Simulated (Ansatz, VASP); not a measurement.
**CdS in VASP and in Ansatz**

The input POSCAR:

```
CdS
1.0
    4.1439852007      0.0000000000      0.0000000000
   -2.0719926003      3.5887964567      0.0000000000
    0.0000000000      0.0000000000      6.7191125289
Cd S
2 2
Direct
    0.3333333333      0.6666666667      0.0038915077
    0.6666666667      0.3333333333      0.5038915077
    0.3333333333      0.6666666667      0.3811084923
    0.6666666667      0.3333333333      0.8811084923
```

The input INCAR.step1:

```
SYSTEM = CdS
  ALGO = Normal
  EDIFF = 1E-5
  ENCUT = 520
  GGA = PE
  ISIF = 2
  ISMEAR = 0
  LASPH = .TRUE.
  LREAL = .FALSE.
  LWAVE = .TRUE.
  NBANDS = 26
  NELM = 100
  PREC = Accurate
  SIGMA = 0.05
```

INCAR.step2

```
SYSTEM = CdS
  AEXX = 0.2
  AGGAC = 0.81
  AGGAX = 0.72
  ALDAC = 0.19
  ALGO = Normal
  EDIFF = 1E-6
  ENCUT = 520
  GGA = B3
  ISIF = 2
  ISMEAR = 0
  ISTART = 1
  LASPH = .TRUE.
  LCHARG = .TRUE.
  LELF = .TRUE.
  LHFCALC = .TRUE.
  LREAL = .FALSE.
  LVHAR = .TRUE.
  LWAVE = .FALSE.
  NBANDS = 26
  NELM = 100
  PREC = Accurate
  PRECFOCK = Normal
  SIGMA = 0.05
```

KPOINTS

```
k-points
0
G
  4 4 2
  0 0 0
```

Input for Ansatz:

```yaml
crystal:
  lattice:
    - [4.1439852007, 0.0, 0.0]
    - [-2.0719926003, 3.5887964567, 0.0]
    - [0.0, 0.0, 6.7191125289]
  atoms:
    - { symbol: Cd, position: [0.3333333333, 0.6666666667, 0.0038915077] }
    - { symbol: Cd, position: [0.6666666667, 0.3333333333, 0.5038915077] }
    - { symbol: S, position: [0.3333333333, 0.6666666667, 0.3811084923] }
    - { symbol: S, position: [0.6666666667, 0.3333333333, 0.8811084923] }
basis:
  ecutwfc: 420
  ecutrho_ratio: 4
kpoints:
  mp_grid: { grid: [4, 4, 2] }
hamiltonian:
  xc: b3lyp
scf:
  occupations: { method: gaussian, width: 0.05 }
  n_extra_bands: 13
output:
  forces: true
  stress: true
  eigenvalues: true
  populations: true
  dos: { projected: true, de: 0.02 }
```

Alike in both runs: task single point; functional B3LYP; k mesh 4 × 4 × 2; occupations gaussian, width 0.05 eV; no spin polarisation.

|  | VASP | Ansatz |
| --- | --- | --- |
| version | VASP 6.6.1 | Ansatz 0.2.0 |
| potentials or method | VASP PAW PBE potentials, release 64 (Cd, S), cutoff 520 eV | scalar-relativistic, plane waves, PAW |
| valence electrons in the cell | 36 | 52 |

```csv
,VASP,Ansatz,Ansatz less VASP
gap on the k mesh at the Fermi level (eV),2.57,2.51,-0.057
least direct gap on the mesh (eV),2.57,2.51,-0.057
pressure (GPa),4.3,4.0,-0.29
"traceless stress, the component that is largest in VASP (GPa)",0.07,0.07,-0.007
rms of the force components (eV/Å),0.006,0.006,-0.0004
```

VASP's potentials were made for PBE, not for B3LYP. Atom by atom the forces differ by 0.000 eV/Å (rms over components). VASP's potentials hold 36 valence electrons a cell and Ansatz's 52, so a difference there can come from the potentials and not from the codes. Ansatz's warnings: stress exchange threshold loose, stress scf threshold loose.

The k mesh is coarse, so the values compare programs but aren't converged.
